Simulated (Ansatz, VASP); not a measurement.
# Si in VASP and in Ansatz

```xyz
1
Lattice="15.0000 0.0000 0.0000 0.0000 15.5000 0.0000 0.0000 0.0000 16.0000" Properties=species:S:1:pos:R:3 pbc="T T T"
Si    7.5000    7.7500    8.0000
```

Alike in both runs: task single point; functional PBEsol; k mesh 1 × 1 × 1; occupations gaussian, width 0.005 eV; collinear spin.

|  | VASP | Ansatz |
| --- | --- | --- |
| version | VASP 6.6.1 | Ansatz 0.2.0 |
| potentials or method | VASP PAW PBE potentials, release 64 (Si), cutoff 520 eV | scalar-relativistic, plane waves, PAW |
| valence electrons in the cell | 4 | 4 |

Ansatz gave:

```
net moment per atom (μB)                                      : 2.00
size of the moment on the site where the two differ most (μB) : 2.00
```

Q: Estimate VASP's values.

A: net moment per atom (μB): 2.00; size of the moment on the site where the two differ most (μB): 0.57.

VASP's potentials were made for PBE, not for PBEsol. Site moments also hang on the region over which each program counts them. Ansatz's warnings: open shared shell at semilocal close.
